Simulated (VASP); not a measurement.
# BN (F-43m) in VASP: a series of runs

The runs below take BN through single point, with PBE.

Everything below comes from runs of VASP 6.6.1. Logs are shortened: lines on timing, memory, paths and dates and some standing lists are left out, and cuts for length are marked.

## (1) The cell of the first run

It takes space group F-43m (No. 216, cubic). The conventional cell has a = 3.566 Å, b = 3.566 Å, c = 3.566 Å, α = 90.00°, β = 90.00°, γ = 90.00°. Within 2.1 Å of B (site symmetry -43m) lie 4 N at 1.54 Å. N (site symmetry -43m) has 4 B at 1.54 Å within 2.1 Å.

## (2) Single point, PBE (volume scaled by 0.96)

INCAR

```
SYSTEM = BN
  ALGO = Normal
  EDIFF = 1E-7
  ENCUT = 520
  GGA = PE
  ISIF = 2
  ISMEAR = -1
  LASPH = .True.
  LCHARG = .True.
  LELF = .True.
  LREAL = .False.
  LVHAR = .True.
  LWAVE = .False.
  NBANDS = 11
  NELM = 60
  PREC = Accurate
  SIGMA = 0.03
```

KPOINTS

```
k-points
0
Gamma
  13 13 13
  0 0 0
```

POSCAR

```
BN
1.0
    0.0000000000      1.7830713297      1.7830713297
    1.7830713297      0.0000000000      1.7830713297
    1.7830713297      1.7830713297      0.0000000000
B N
1 1
Direct
    0.0000000000      0.0000000000      0.0000000000
    0.7500000000      0.7500000000      0.7500000000
```

Potentials or basis: VASP PAW PBE potentials, release 64 (B, N).

Run with:

```
cat potpaw_PBE.64/B/POTCAR potpaw_PBE.64/N/POTCAR > POTCAR
mpirun -np 1 vasp_std > vasp.out
```

OUTCAR:

```text
SYSTEM = BN
   EDIFF = 1E-7
   ENCUT = 520
   GGA = PE
   ISIF = 2
   ISMEAR = -1
   LASPH = .True.
   LREAL = .False.
   NELM = 60
   PREC = Accurate

 ion  position               nearest neighbor table
   1  0.000  0.000  0.000-   2 1.54   2 1.54   2 1.54   2 1.54
   2  0.750  0.750  0.750-   1 1.54   1 1.54   1 1.54   1 1.54

  LATTYP: Found a face centered cubic cell.
 ALAT       =     3.5661426594

  Lattice vectors:

 A1 = (   0.0000000000,   1.7830713297,   1.7830713297)
 A2 = (   1.7830713297,   0.0000000000,   1.7830713297)
 A3 = (   1.7830713297,   1.7830713297,   0.0000000000)

Analysis of symmetry for initial positions (statically):
=====================================================================
 Subroutine PRICEL returns:
 Original cell was already a primitive cell.

 Routine SETGRP: Setting up the symmetry group for a
 face centered cubic supercell.

 Subroutine GETGRP returns: Found 24 space group operations
 (whereof 24 operations were pure point group operations)
 out of a pool of 48 trial point group operations.

The static configuration has the point symmetry T_d .

Analysis of symmetry for dynamics (positions and initial velocities):
=====================================================================
 Subroutine PRICEL returns:
 Original cell was already a primitive cell.

 Routine SETGRP: Setting up the symmetry group for a
 face centered cubic supercell.

 Subroutine GETGRP returns: Found 24 space group operations
 (whereof 24 operations were pure point group operations)
 out of a pool of 48 trial point group operations.

The dynamic configuration has the point symmetry T_d .

 Subroutine INISYM returns: Found 24 space group operations
 (whereof 24 operations are pure point group operations),
 and found     1 'primitive' translations

----------------------------------------------------------------------------------------

                                     Primitive cell

  volume of cell :      11.3380

  direct lattice vectors                    reciprocal lattice vectors
     0.000000000  1.783071330  1.783071330    -0.280415030  0.280415030  0.280415030
     1.783071330  0.000000000  1.783071330     0.280415030 -0.280415030  0.280415030
     1.783071330  1.783071330  0.000000000     0.280415030  0.280415030 -0.280415030

  length of vectors
     2.521643657  2.521643657  2.521643657     0.485693079  0.485693079  0.485693079

  position of ions in fractional coordinates (direct lattice)
     0.000000000  0.000000000  0.000000000
     0.750000000  0.750000000  0.750000000

  ion indices of the primitive-cell ions
   primitive index   ion index
                 1           1
                 2           2

----------------------------------------------------------------------------------------

 KPOINTS: k-points

Automatic generation of k-mesh.
 Grid dimensions read from file:
 generate k-points for:   13   13   13

 Generating k-lattice:

  Cartesian coordinates                     Fractional coordinates (reciprocal lattice)
    -0.021570387  0.021570387  0.021570387     0.076923077  0.000000000  0.000000000
     0.021570387 -0.021570387  0.021570387     0.000000000  0.076923077  0.000000000
     0.021570387  0.021570387 -0.021570387     0.000000000  0.000000000  0.076923077

  Length of vectors
     0.037361006  0.037361006  0.037361006

  Shift w.r.t. Gamma in fractional coordinates (k-lattice)
     0.000000000  0.000000000  0.000000000

 Subroutine IBZKPT returns following result:
 ===========================================

 Found     84 irreducible k-points:

 Following reciprocal coordinates:
            Coordinates               Weight
  0.000000  0.000000  0.000000      1.000000
  0.076923  0.000000  0.000000      8.000000
  0.153846  0.000000  0.000000      8.000000
  0.230769  0.000000  0.000000      8.000000
  0.307692  0.000000  0.000000      8.000000
  0.384615  0.000000  0.000000      8.000000
[... 16 lines left out ...]
  0.384615  0.153846  0.000000     24.000000
  0.461538  0.153846  0.000000     24.000000
 [... further k-points ...]
   k-points           NKPTS =     84   k-points in BZ     NKDIM =     84   number of bands    NBANDS=     11
   number of dos      NEDOS =    301   number of ions     NIONS =      2
   total plane-waves  NPLWV =   8000
   dimension x,y,z NGX =    20 NGY =   20 NGZ =   20
   dimension x,y,z NGXF=    40 NGYF=   40 NGZF=   40
   ions per type =               1   1
   NGX,Y,Z   is equivalent  to a cutoff of  13.19, 13.19, 13.19 a.u.
   NGXF,Y,Z  is equivalent  to a cutoff of  26.37, 26.37, 26.37 a.u.
 SYSTEM =  BN
   PREC   = accura    normal or accurate (medium, high low for compatibility)
   ISTART =      0    job   : 0-new  1-cont  2-samecut
   ICHARG =      2    charge: 1-file 2-atom 10-const
   ISPIN  =      1    spin polarized calculation?
   LNONCOLLINEAR =      F non collinear calculations
   LSORBIT =      F    spin-orbit coupling
   LASPH  =      T    aspherical Exc in radial PAW
   ENCUT  =  520.0 eV  38.22 Ry    6.18 a.u.   4.69  4.69  4.69*2*pi/ulx,y,z
   NELM   =     60;   NELMIN=  2; NELMDL= -5     # of ELM steps
   EDIFF  = 0.1E-06   stopping-criterion for ELM
   LREAL  =      F    real-space projection
   EDIFFG = 0.1E-05   stopping-criterion for IOM
   NSW    =      0    number of steps for IOM
   IBRION =     -1    ionic relax: 0-MD 1-quasi-New 2-CG
   NFREE  =      0    steps in history (QN), initial steepest desc. (CG)
   ISIF   =      2    stress and relaxation
   ISYM   =      2    0-nonsym 1-usesym 2-fastsym
   POTIM  = 0.5000    time-step for ionic-motion
   TEBEG  =    0.0;   TEEND  =   0.0 temperature during run
   PSTRESS=    0.0 pullay stress
   NELECT =       8.0000    total number of electrons
   NUPDOWN=      -1.0000    fix difference up-down
   EMIN   =  10.00;   EMAX   =-10.00  energy-range for DOS
   EFERMI =   0.00;   METHOD = LEGACY
   ISMEAR =    -1;   SIGMA  =   0.03  broadening in eV -4-tet -1-fermi 0-gaus
   EFERMI_NEDOS =   21; number of points for ismear=-14 and -15
   IALGO  =     38    algorithm
   IMIX   =      4    mixing-type and parameters
     AMIX     =   0.40;   BMIX     =  1.00
     AMIX_MAG =   1.60;   BMIX_MAG =  1.00
  volume/ion in A,a.u.               =       5.67        38.26
  Fermi-wavevector in a.u.,A,eV,Ry     =   1.457447  2.754176 28.900840  2.124152
  Thomas-Fermi vector in A             =   2.574247
   LORBIT       =      0    0 simple, 1 ext, 2 COOP (PROOUT), +10 PAW based schemes
   GGA     = PE    functional components
   LHFCALC =     F    Hartree Fock is set to
   AEXX    =    0.0000 exact exchange contribution
   IVDW    =     0    specifies the selected vdW correction
   LEPSILON=     F    determine dielectric tensor
   LRPA    =     F    only Hartree local field effects (RPA)
 non-spin polarized calculation
  energy-cutoff  :      520.00
  volume of cell :       11.34
 maximum number of plane-waves:       322
   NGX =  9   NGY =  9   NGZ =  9

 number of electron       7.9999998 magnetization

 Free energy of the ion-electron system (eV)
  ---------------------------------------------------
  ext. energy  EPLUGINS =         0.00000000
  ---------------------------------------------------
  free energy    TOTEN  =       -17.41506700 eV

  energy without entropy =      -17.41506700  energy(sigma->0) =      -17.41506700

 E-fermi :   8.6056     XC(G=0): -13.0248

 val. band max:        7.9142145595   @ k =   0.0000   0.0000   0.0000
 cond. band min:      12.4936722326   @ k =   0.4615   0.4615   0.0000
 fundamental gap:      4.5794576731
 Fermi energy:         8.6056143239

 k-point     1 :       0.0000    0.0000    0.0000
  band No.  band energies     occupation
      1     -12.7882      2.00000
      2       7.9142      2.00000
      3       7.9142      2.00000
      4       7.9142      2.00000
      5      16.9292      0.00000
      6      16.9292      0.00000
      7      16.9292      0.00000
      8      18.9360      0.00000
      9      33.4429      0.00000
     10      36.1854      0.00000
     11      36.1854      0.00000

 k-point     2 :       0.0769    0.0000    0.0000
  band No.  band energies     occupation
      1     -12.6395      2.00000
      2       7.1055      2.00000
      3       7.7516      2.00000
      4       7.7516      2.00000
      5      17.1634      0.00000
      6      17.1757      0.00000
      7      17.1757      0.00000
      8      19.3917      0.00000
      9      33.1810      0.00000
     10      34.0681      0.00000
     11      34.0681      0.00000

 k-point     3 :       0.1538    0.0000    0.0000
  band No.  band energies     occupation
      1     -12.1972      2.00000
      2       5.1883      2.00000
      3       7.3460      2.00000
      4       7.3460      2.00000
      5      17.5485      0.00000
      6      17.7693      0.00000
      7      17.7693      0.00000
      8      20.5320      0.00000
      9      32.4751      0.00000
     10      32.4751      0.00000
     11      32.5616      0.00000

 k-point     4 :       0.2308    0.0000    0.0000
  band No.  band energies     occupation
      1     -11.4770      2.00000
      2       2.8651      2.00000
      3       6.8569      2.00000
      4       6.8569      2.00000
      5      17.9060      0.00000
      6      18.3836      0.00000
      7      18.3836      0.00000
      8      21.7636      0.00000
      9      31.8787      0.00000
     10      31.8787      0.00000
     11      31.9843      0.00000

 k-point     5 :       0.3077    0.0000    0.0000
  band No.  band energies     occupation
      1     -10.5179      2.00000
      2       0.5333      2.00000
      3       6.4126      2.00000
      4       6.4126      2.00000
      5      18.2221      0.00000
      6      18.7536      0.00000
      7      18.7536      0.00000
      8      22.7059      0.00000
      9      31.7155      0.00000
     10      32.3783      0.00000
     11      32.3783      0.00000
[... 211 lines left out ...]
 k-point    21 :       0.2308    0.1538    0.0000
  band No.  band energies     occupation
      1     -11.4725      2.00000
      2       4.3484      2.00000
      3       5.7035      2.00000
      4       6.1431      2.00000
      5      15.9330      0.00000
      6      19.9092      0.00000
      7      20.1125      0.00000
      8      20.7581      0.00000
      9      27.2344      0.00000
     10      35.2144      0.00000
     11      36.5290      0.00000

 k-point    22 :       0.3077    0.1538    0.0000
  band No.  band energies     occupation
      1     -10.6822      2.00000
      2       2.2293      2.00000
      3       5.2518      2.00000
      4       5.7123      2.00000
      5      16.3045      0.00000
      6      20.3433      0.00000
      7      20.7238      0.00000
      8      21.1318      0.00000
      9      27.7205      0.00000
     10      35.0615      0.00000
     11      36.1683      0.00000

 k-point    23 :       0.3846    0.1538    0.0000
  band No.  band energies     occupation
      1      -9.6871      2.00000
      2       0.1250      2.00000
      3       4.9974      2.00000
      4       5.1219      2.00000
      5      16.7087      0.00000
      6      20.5310      0.00000
      7      20.9112      0.00000
      8      21.8915      0.00000
      9      28.6537      0.00000
     10      34.8296      0.00000
     11      36.5291      0.00000

 k-point    24 :       0.4615    0.1538    0.0000
  band No.  band energies     occupation
      1      -8.6436      2.00000
      2      -1.6638      2.00000
      3       4.5449      2.00000
      4       4.9644      2.00000
      5      17.0183      0.00000
      6      20.5366      0.00000
      7      20.7593      0.00000
      8      23.0670      0.00000
      9      29.2894      0.00000
     10      34.9551      0.00000
     11      36.6083      0.00000

 [... further k-points ...]
[... 5 lines left out ...]
  --------------------------------------------------------------------------------------
  -------------------------------------------------------------------------------------
  Total        1.4328269      1.4328269      1.4328269      0.0000000      0.0000000     -0.0000000
  in kB      202.4734918    202.4734918    202.4734918      0.0000000      0.0000000     -0.0000000
  external PRESSURE =     202.4734918 kB  Pullay stress =       0.0000000 kB

 VOLUME and BASIS-vectors are now :
 -----------------------------------------------------------------------------
  energy-cutoff  :      520.00
  volume of cell :       11.34
      direct lattice vectors                 reciprocal lattice vectors
     0.000000000  1.783071330  1.783071330    -0.280415030  0.280415030  0.280415030
     1.783071330  0.000000000  1.783071330     0.280415030 -0.280415030  0.280415030
     1.783071330  1.783071330  0.000000000     0.280415030  0.280415030 -0.280415030

 POSITION                                       TOTAL-FORCE (eV/Angst)
 -----------------------------------------------------------------------------------
      0.00000      0.00000      0.00000         0.000000      0.000000      0.000000
      2.67461      2.67461      2.67461        -0.000000     -0.000000     -0.000000
 -----------------------------------------------------------------------------------
    total drift:                               -0.000000     -0.000000     -0.000000

  FREE ENERGIE OF THE ION-ELECTRON SYSTEM (eV)
  ---------------------------------------------------
  free  energy   TOTEN  =       -17.4150669954 eV

  energy  without entropy=      -17.4150669954  energy(sigma->0) =      -17.41506700
```

Run time: 7.7 s. Hardware: 1 thread of Intel Xeon Platinum 8488C (Sapphire Rapids), shared host; peak memory 0.12 GiB.

Results:

```yaml
Free_energy: -17.4151 eV
Pressure: 20.2 GPa
Band_gap_on_the_k_mesh: 4.58 eV, indirect (least direct gap 9.02 eV)
```

Caveat: the cell differs from its parent crystal (volume scaled by 0.96).

## (3) Single point, PBE (volume scaled by 0.99)

INCAR

```
ALGO = Normal
EDIFF = 1E-6
ENCUT = 520
GGA = PE
ISIF = 2
ISMEAR = -1
LASPH = T
LCHARG = F
LREAL = F
LWAVE = F
NBANDS = 11
NELM = 60
PREC = Accurate
SIGMA = 0.03
```

KPOINTS

```
k-points
0
Gamma
  13 13 13
```

POSCAR

```
BN
1.0
    0.0000000000      1.8014548043      1.8014548043
    1.8014548043      0.0000000000      1.8014548043
    1.8014548043      1.8014548043      0.0000000000
B N
1 1
Direct
    0.0000000000      0.0000000000      0.0000000000
    0.7500000000      0.7500000000      0.7500000000
```

Potentials or basis: VASP PAW PBE potentials, release 64 (B, N).

Run with:

```
cat potpaw_PBE.64/B/POTCAR potpaw_PBE.64/N/POTCAR > POTCAR
mpirun -np 1 vasp_std > vasp.out
```

Run time: 7.1 s. Hardware: 1 thread of Intel Xeon Platinum 8488C (Sapphire Rapids), shared host; peak memory 0.12 GiB.

Results (log left out):

```yaml
Free_energy: -17.4457 eV
Pressure: 7.2 GPa
Band_gap_on_the_k_mesh: 4.55 eV, indirect (least direct gap 8.87 eV)
```

Levels at points of the mesh, in eV from the valence-band top:
| k point | band 2 | band 3 | band 4 | band 5 | band 6 | band 7 |
| --- | --- | --- | --- | --- | --- | --- |
| (0.00, 0.00, 0.00) | 0.00 | 0.00 | 0.00 | 8.87 | 8.87 | 8.87 |

Caveat: the cell differs from its parent crystal (volume scaled by 0.99). A k mesh can miss the band edges.

## (4) Single point, PBE

This run uses another cell than the first one, of 5.91 Å³/atom, 1.042 times its volume.

INCAR

```
  PREC = Accurate
  ENCUT = 520
  EDIFF = 1E-6
  ISMEAR = -1
  SIGMA = 0.03
  LREAL = F
  LASPH = T
  NELM = 80
  ALGO = Normal
  ISIF = 2
  LWAVE = F
  LCHARG = T
  GGA = PE
  LELF = T
  LVHAR = T
  NBANDS = 11
```

KPOINTS

```
regular mesh
0
Gamma
  13 13 13
```

POSCAR

```
BN
1.0
    0.0000000000      1.8075000000      1.8075000000
    1.8075000000      0.0000000000      1.8075000000
    1.8075000000      1.8075000000      0.0000000000
B N
1 1
Direct
    0.0000000000      0.0000000000      0.0000000000
    0.7500000000      0.7500000000      0.7500000000
```

Run with:

```
cat potpaw_PBE.64/B/POTCAR potpaw_PBE.64/N/POTCAR > POTCAR
mpirun -np 1 vasp_std > vasp.out
```

It took 7.5 s on 1 thread of Intel Xeon Platinum 8488C (Sapphire Rapids), shared host; peak memory 0.12 GiB.

Results (log left out):

```
Free energy            : -17.4498 eV
Pressure               : 3.3 GPa
Band gap on the k mesh : 4.53 eV, indirect (least direct gap 8.82 eV)
```

Levels at points of the mesh, in eV from the valence-band top:
| k point | band 1 | band 2 | band 3 | band 4 | band 5 | band 6 | band 7 | band 8 | band 9 |
| --- | --- | --- | --- | --- | --- | --- | --- | --- | --- |
| (0.00, 0.00, 0.00) | -20.23 | 0.00 | 0.00 | 0.00 | 8.82 | 8.82 | 8.82 | 10.35 | 24.75 |

A k mesh can miss the band edges. A hybrid or GW would open this gap; PBE tends to underestimate it.

(Continued in part 2 of 2.)
